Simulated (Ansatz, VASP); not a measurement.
Al: VASP beside Ansatz

```
CELL_PARAMETERS angstrom
2.82708 0.00000 0.00000
-1.41354 2.44832 0.00000
0.00000 0.00000 9.36971
ATOMIC_POSITIONS crystal
Al 0.66667 0.33333 0.75000
Al 0.00000 0.00000 0.50000
Al 0.33333 0.66667 0.25000
Al 0.00000 0.00000 0.00000
```

Alike in both runs: functional PBEsol; k mesh 9 × 9 × 3; occupations fermi-dirac, width 0.05 eV; no spin polarisation.

|  | VASP | Ansatz |
| --- | --- | --- |
| version | VASP 6.6.1 | Ansatz 0.2.0 |
| potentials or method | VASP PAW PBE potentials, release 64 (Al) | Ansatz PAW |
| plane-wave cutoff (eV) | 520 | 420 |
| valence electrons in the cell | 12 | 12 |
| task | single point | band structure |

|  | VASP | Ansatz | Ansatz less VASP |
| --- | --- | --- | --- |
| gap on the k mesh at the Fermi level (eV) | none | none | - |
| pressure (GPa) | 0.1 | 0.0 | -0.06 |
| traceless stress, the component that is largest in VASP (GPa) | 0.18 | 0.19 | +0.009 |

VASP's potentials were made for PBE, not for PBEsol. A gap of «none» marks a metal or a gap that the smearing closes. The functional is the same, so the differences come from potentials, cutoffs and numerics.
